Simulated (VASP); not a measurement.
# LiF (P1) in VASP: single point with LDA

Aim: the single point of LiF with LDA.

All numbers are computed with VASP 6.6.1; they aren't measurements. Logs are shortened: lines on timing, memory, paths and dates and some standing lists are left out, and cuts for length are marked.

### 1 The cell of the first run

The typed cell holds 4 atoms: a = 3.061 Å, b = 3.061 Å, c = 4.807 Å, α = 90.00°, β = 90.00°, γ = 120.00°.

### 2 Single point, LDA (all Li atoms moved +0.037 Å, as atom 1 along Cartesian [1 -1 0])

INCAR

```
SYSTEM = LiF
PREC = Accurate
ENCUT = 520
EDIFF = 1E-7
ISMEAR = 0
SIGMA = 0.05
LREAL = .False.
LASPH = .True.
NELM = 60
ALGO = Normal
ISIF = 2
LWAVE = .False.
LCHARG = .False.
GGA = CA
NBANDS = 18
```

KPOINTS

```
Automatic mesh
0
Gamma
  9 9 6
  0 0 0
```

POSCAR

```
LiF
1.0
    3.0609398175      0.0000000000      0.0000000000
   -1.5304699087      2.6508516414      0.0000000000
    0.0000000000      0.0000000000      4.8073245700
Li F
2 2
Direct
    0.3369946903      0.6566636533      0.3811542600
    0.6703280237      0.3233303200      0.8811542600
    0.3333333333      0.6666666667      0.9938437400
    0.6666666667      0.3333333333      0.4938437400
```

Potentials or basis: VASP PAW LDA potentials, release 64 (Li_sv, F).

Launch:

```sh
$ cat potpaw_LDA.64/Li_sv/POTCAR potpaw_LDA.64/F/POTCAR > POTCAR
$ mpirun -np 1 vasp_std > vasp.out
```

OUTCAR:

```text
SYSTEM = LiF
   PREC = Accurate
   ENCUT = 520
   EDIFF = 1E-7
   ISMEAR = 0
   LREAL = .False.
   LASPH = .True.
   NELM = 60
   ISIF = 2
   GGA = CA

 ion  position               nearest neighbor table
   1  0.337  0.657  0.381-   4 1.81   4 1.86   3 1.86   4 1.87
   2  0.670  0.323  0.881-   3 1.82   3 1.84   4 1.86   3 1.88
   3  0.333  0.667  0.994-   2 1.82   2 1.84   1 1.86   2 1.88
   4  0.667  0.333  0.494-   1 1.81   1 1.86   2 1.86   1 1.87

  LATTYP: Found a hexagonal cell.
 ALAT       =     3.0609398175
 C/A-ratio  =     1.5705387419

  Lattice vectors:

 A1 = (   3.0609398175,   0.0000000000,   0.0000000000)
 A2 = (  -1.5304699087,   2.6508516414,   0.0000000000)
 A3 = (   0.0000000000,   0.0000000000,   4.8073245700)

Analysis of symmetry for initial positions (statically):
=====================================================================
 Subroutine PRICEL returns:
 Original cell was already a primitive cell.

 Routine SETGRP: Setting up the symmetry group for a
 hexagonal supercell.

 Subroutine GETGRP returns: Found  1 space group operations
 (whereof  1 operations were pure point group operations)
 out of a pool of 24 trial point group operations.

The static configuration has the point symmetry C_1 .

Analysis of symmetry for dynamics (positions and initial velocities):
=====================================================================
 Subroutine PRICEL returns:
 Original cell was already a primitive cell.

 Routine SETGRP: Setting up the symmetry group for a
 hexagonal supercell.

 Subroutine GETGRP returns: Found  1 space group operations
 (whereof  1 operations were pure point group operations)
 out of a pool of 24 trial point group operations.

The dynamic configuration has the point symmetry C_1 .

 Subroutine INISYM returns: Found  1 space group operations
 (whereof  1 operations are pure point group operations),
 and found     1 'primitive' translations

----------------------------------------------------------------------------------------

                                     Primitive cell

  volume of cell :      39.0071

  direct lattice vectors                    reciprocal lattice vectors
     3.060939817  0.000000000  0.000000000     0.326697047  0.188618628  0.000000000
    -1.530469909  2.650851641  0.000000000     0.000000000  0.377237256  0.000000000
     0.000000000  0.000000000  4.807324570     0.000000000  0.000000000  0.208015911

  length of vectors
     3.060939817  3.060939817  4.807324570     0.377237256  0.377237256  0.208015911

  position of ions in fractional coordinates (direct lattice)
     0.336994690  0.656663653  0.381154260
     0.670328024  0.323330320  0.881154260
     0.333333333  0.666666667  0.993843740
     0.666666667  0.333333333  0.493843740

  ion indices of the primitive-cell ions
   primitive index   ion index
                 1           1
                 2           2
                 3           3
                 4           4

----------------------------------------------------------------------------------------

 KPOINTS: Automatic mesh

Automatic generation of k-mesh.
 Grid dimensions read from file:
 generate k-points for:    9    9    6

 Generating k-lattice:

  Cartesian coordinates                     Fractional coordinates (reciprocal lattice)
     0.036299672  0.020957625  0.000000000     0.111111111  0.000000000  0.000000000
     0.000000000  0.041915251  0.000000000     0.000000000  0.111111111  0.000000000
     0.000000000  0.000000000  0.034669319     0.000000000  0.000000000  0.166666667

  Length of vectors
     0.041915251  0.041915251  0.034669319

  Shift w.r.t. Gamma in fractional coordinates (k-lattice)
     0.000000000  0.000000000  0.000000000

 Subroutine IBZKPT returns following result:
 ===========================================

 Found    244 irreducible k-points:

 Following reciprocal coordinates:
            Coordinates               Weight
  0.000000  0.000000  0.000000      1.000000
  0.111111 -0.000000  0.000000      2.000000
  0.000000  0.111111  0.000000      2.000000
 -0.111111  0.111111  0.000000      2.000000
  0.222222  0.000000  0.000000      2.000000
  0.000000  0.222222  0.000000      2.000000
[... 16 lines left out ...]
  0.333333  0.111111  0.000000      2.000000
 -0.111111  0.444444  0.000000      2.000000
 [... further k-points ...]
   k-points           NKPTS =    244   k-points in BZ     NKDIM =    244   number of bands    NBANDS=     18
   number of dos      NEDOS =    301   number of ions     NIONS =      4
   total plane-waves  NPLWV =  20736
   dimension x,y,z NGX =    24 NGY =   24 NGZ =   36
   dimension x,y,z NGXF=    48 NGYF=   48 NGZF=   72
   ions per type =               2   2
   NGX,Y,Z   is equivalent  to a cutoff of  13.03, 13.03, 12.45 a.u.
   NGXF,Y,Z  is equivalent  to a cutoff of  26.07, 26.07, 24.90 a.u.
 SYSTEM =  LiF
   PREC   = accura    normal or accurate (medium, high low for compatibility)
   ISTART =      0    job   : 0-new  1-cont  2-samecut
   ICHARG =      2    charge: 1-file 2-atom 10-const
   ISPIN  =      1    spin polarized calculation?
   LNONCOLLINEAR =      F non collinear calculations
   LSORBIT =      F    spin-orbit coupling
   LASPH  =      T    aspherical Exc in radial PAW
   ENCUT  =  520.0 eV  38.22 Ry    6.18 a.u.   5.69  5.69  8.94*2*pi/ulx,y,z
   NELM   =     60;   NELMIN=  2; NELMDL= -5     # of ELM steps
   EDIFF  = 0.1E-06   stopping-criterion for ELM
   LREAL  =      F    real-space projection
   EDIFFG = 0.1E-05   stopping-criterion for IOM
   NSW    =      0    number of steps for IOM
   IBRION =     -1    ionic relax: 0-MD 1-quasi-New 2-CG
   NFREE  =      0    steps in history (QN), initial steepest desc. (CG)
   ISIF   =      2    stress and relaxation
   ISYM   =      2    0-nonsym 1-usesym 2-fastsym
   POTIM  = 0.5000    time-step for ionic-motion
   TEBEG  =    0.0;   TEEND  =   0.0 temperature during run
   PSTRESS=    0.0 pullay stress
   NELECT =      20.0000    total number of electrons
   NUPDOWN=      -1.0000    fix difference up-down
   EMIN   =  10.00;   EMAX   =-10.00  energy-range for DOS
   EFERMI =   0.00;   METHOD = LEGACY
   ISMEAR =     0;   SIGMA  =   0.05  broadening in eV -4-tet -1-fermi 0-gaus
   EFERMI_NEDOS =   21; number of points for ismear=-14 and -15
   IALGO  =     38    algorithm
   IMIX   =      4    mixing-type and parameters
     AMIX     =   0.40;   BMIX     =  1.00
     AMIX_MAG =   1.60;   BMIX_MAG =  1.00
  volume/ion in A,a.u.               =       9.75        65.81
  Fermi-wavevector in a.u.,A,eV,Ry     =   1.310299  2.476105 23.359603  1.716882
  Thomas-Fermi vector in A             =   2.440838
   LORBIT       =      0    0 simple, 1 ext, 2 COOP (PROOUT), +10 PAW based schemes
   GGA     = CA    functional components
   LHFCALC =     F    Hartree Fock is set to
   AEXX    =    0.0000 exact exchange contribution
   IVDW    =     0    specifies the selected vdW correction
   LEPSILON=     F    determine dielectric tensor
   LRPA    =     F    only Hartree local field effects (RPA)
 non-spin polarized calculation
 Gauss-broadening in eV      SIGMA  =   0.05
  energy-cutoff  :      520.00
  volume of cell :       39.01
 maximum number of plane-waves:      1085
   NGX = 11   NGY = 11   NGZ = 17

 number of electron      20.0000029 magnetization

 Free energy of the ion-electron system (eV)
  ---------------------------------------------------
  ext. energy  EPLUGINS =         0.00000000
  ---------------------------------------------------
  free energy    TOTEN  =       -20.78804122 eV

  energy without entropy =      -20.78804122  energy(sigma->0) =      -20.78804122

 E-fermi :  -2.3598     XC(G=0):  -9.6271

 val. band max:       -2.6882973350   @ k =   0.0000   0.0000   0.0000
 cond. band min:       4.8952772990   @ k =   0.0000   0.0000   0.0000
 fundamental gap:      7.5835746341
 Fermi energy:        -2.3598042521

 k-point     1 :       0.0000    0.0000    0.0000
  band No.  band energies     occupation
      1     -41.9438      2.00000
      2     -41.8920      2.00000
      3     -21.7334      2.00000
      4     -21.4838      2.00000
      5      -4.9839      2.00000
      6      -3.1848      2.00000
[... 10 lines left out ...]
     17      16.6850      0.00000
     18      17.3252      0.00000

 k-point     2 :       0.1111   -0.0000    0.0000
  band No.  band energies     occupation
      1     -41.9390      2.00000
      2     -41.8899      2.00000
      3     -21.7164      2.00000
      4     -21.4794      2.00000
      5      -4.9188      2.00000
      6      -3.3223      2.00000
[... 10 lines left out ...]
     17      16.9929      0.00000
     18      17.3265      0.00000

 k-point     3 :       0.0000    0.1111    0.0000
  band No.  band energies     occupation
      1     -41.9390      2.00000
      2     -41.8899      2.00000
      3     -21.7164      2.00000
      4     -21.4794      2.00000
      5      -4.9188      2.00000
      6      -3.3218      2.00000
[... 10 lines left out ...]
     17      16.9499      0.00000
     18      17.3274      0.00000

 k-point     4 :      -0.1111    0.1111    0.0000
  band No.  band energies     occupation
      1     -41.9390      2.00000
      2     -41.8899      2.00000
      3     -21.7164      2.00000
      4     -21.4793      2.00000
      5      -4.9187      2.00000
      6      -3.3213      2.00000
[... 10 lines left out ...]
     17      16.8745      0.00000
     18      17.3284      0.00000

 k-point     5 :       0.2222    0.0000    0.0000
  band No.  band energies     occupation
      1     -41.9264      2.00000
      2     -41.8852      2.00000
      3     -21.6709      2.00000
      4     -21.4717      2.00000
      5      -4.7535      2.00000
      6      -3.7123      2.00000
[... 10 lines left out ...]
     17      16.8014      0.00000
     18      17.2731      0.00000

 k-point     6 :       0.0000    0.2222    0.0000
  band No.  band energies     occupation
      1     -41.9264      2.00000
      2     -41.8852      2.00000
      3     -21.6709      2.00000
      4     -21.4716      2.00000
      5      -4.7533      2.00000
      6      -3.7120      2.00000
[... 10 lines left out ...]
     17      16.8387      0.00000
     18      17.2296      0.00000

 k-point     7 :      -0.2222    0.2222    0.0000
  band No.  band energies     occupation
      1     -41.9264      2.00000
      2     -41.8852      2.00000
      3     -21.6709      2.00000
      4     -21.4714      2.00000
      5      -4.7531      2.00000
      6      -3.7117      2.00000
[... 10 lines left out ...]
     17      16.8877      0.00000
     18      17.1746      0.00000

 k-point     8 :       0.3333   -0.0000    0.0000
  band No.  band energies     occupation
      1     -41.9109      2.00000
      2     -41.8812      2.00000
      3     -21.6112      2.00000
      4     -21.4694      2.00000
      5      -4.6628      2.00000
      6      -4.0287      2.00000
[... 10 lines left out ...]
     17      16.5309      0.00000
     18      17.6583      0.00000
[... 229 lines left out ...]
     17      17.0515      0.00000
     18      17.6291      0.00000

 k-point    20 :      -0.2222    0.3333    0.0000
  band No.  band energies     occupation
      1     -41.9162      2.00000
      2     -41.8823      2.00000
      3     -21.6324      2.00000
      4     -21.4683      2.00000
      5      -4.6195      2.00000
      6      -4.0740      2.00000
[... 10 lines left out ...]
     17      17.0755      0.00000
     18      17.6069      0.00000

 k-point    21 :       0.1111    0.2222    0.0000
  band No.  band energies     occupation
      1     -41.9162      2.00000
      2     -41.8823      2.00000
      3     -21.6325      2.00000
      4     -21.4685      2.00000
      5      -4.6195      2.00000
      6      -4.0737      2.00000
[... 10 lines left out ...]
     17      17.0292      0.00000
     18      17.6549      0.00000

 k-point    22 :       0.3333   -0.1111    0.0000
  band No.  band energies     occupation
      1     -41.9162      2.00000
      2     -41.8823      2.00000
      3     -21.6324      2.00000
      4     -21.4686      2.00000
      5      -4.6200      2.00000
      6      -4.0735      2.00000
[... 10 lines left out ...]
     17      17.0501      0.00000
     18      17.6402      0.00000

 k-point    23 :       0.3333    0.1111    0.0000
  band No.  band energies     occupation
      1     -41.9022      2.00000
      2     -41.8802      2.00000
      3     -21.5758      2.00000
      4     -21.4731      2.00000
      5      -4.6981      2.00000
      6      -4.1673      2.00000
[... 10 lines left out ...]
     17      16.4612      0.00000
     18      18.0061      0.00000

 k-point    24 :      -0.1111    0.4444    0.0000
  band No.  band energies     occupation
      1     -41.9022      2.00000
      2     -41.8802      2.00000
      3     -21.5758      2.00000
      4     -21.4727      2.00000
      5      -4.6980      2.00000
      6      -4.1683      2.00000
[... 10 lines left out ...]
     17      16.4672      0.00000
     18      17.9868      0.00000

 [... further k-points ...]

------------------------ aborting loop because EDIFF is reached ----------------------------------------

  FORCE on cell =-STRESS in cart. coord.  units (eV):
  Direction    XX          YY          ZZ          XY          YZ          ZX
  --------------------------------------------------------------------------------------
  -------------------------------------------------------------------------------------
  Total       -0.7042850     -0.7040745     -0.8292233     -0.0086760     -0.0837624      0.0837521
  in kB      -28.9277975    -28.9191523    -34.0595128     -0.3563583     -3.4404572      3.4400340
  external PRESSURE =     -30.6354875 kB  Pullay stress =       0.0000000 kB

 VOLUME and BASIS-vectors are now :
 -----------------------------------------------------------------------------
  energy-cutoff  :      520.00
  volume of cell :       39.01
      direct lattice vectors                 reciprocal lattice vectors
     3.060939817  0.000000000  0.000000000     0.326697047  0.188618628  0.000000000
    -1.530469909  2.650851641  0.000000000     0.000000000  0.377237256  0.000000000
     0.000000000  0.000000000  4.807324570     0.000000000  0.000000000  0.208015911

 POSITION                                       TOTAL-FORCE (eV/Angst)
 -----------------------------------------------------------------------------------
      0.02652      1.74072      1.83233        -0.113941      0.103327     -0.015254
      1.55699      0.85710      4.23599        -0.092544      0.103337     -0.014840
     -0.00000      1.76723      4.77773         0.092686     -0.103320      0.014834
      1.53047      0.88362      2.37407         0.113799     -0.103344      0.015261
 -----------------------------------------------------------------------------------
    total drift:                                0.000025      0.000333     -0.000964

  FREE ENERGIE OF THE ION-ELECTRON SYSTEM (eV)
  ---------------------------------------------------
  free  energy   TOTEN  =       -20.7880412231 eV

  energy  without entropy=      -20.7880412231  energy(sigma->0) =      -20.78804122
```

It took 4.3 min on 1 thread of Oxide Virtual Turin-like, shared host; peak memory 0.19 GiB.

Results:

| Property | Result |
| --- | --- |
| Free energy | -20.7880 eV |
| Largest force | 0.155 eV/Å |
| Band gap on the k mesh | 7.58 eV |

Forces on the atoms (eV/Å):
```
Li  -0.114  0.103 -0.015
Li  -0.093  0.103 -0.015
F    0.093 -0.103  0.015
F    0.114 -0.103  0.015
```

Caveat: the cell differs from its parent crystal (all Li atoms moved +0.037 Å, as atom 1 along Cartesian [1 -1 0]); the cutoff is under 1.25 times the usual one of these potentials, so pressure, stress and relaxed cells hold a basis-set (Pulay) error.
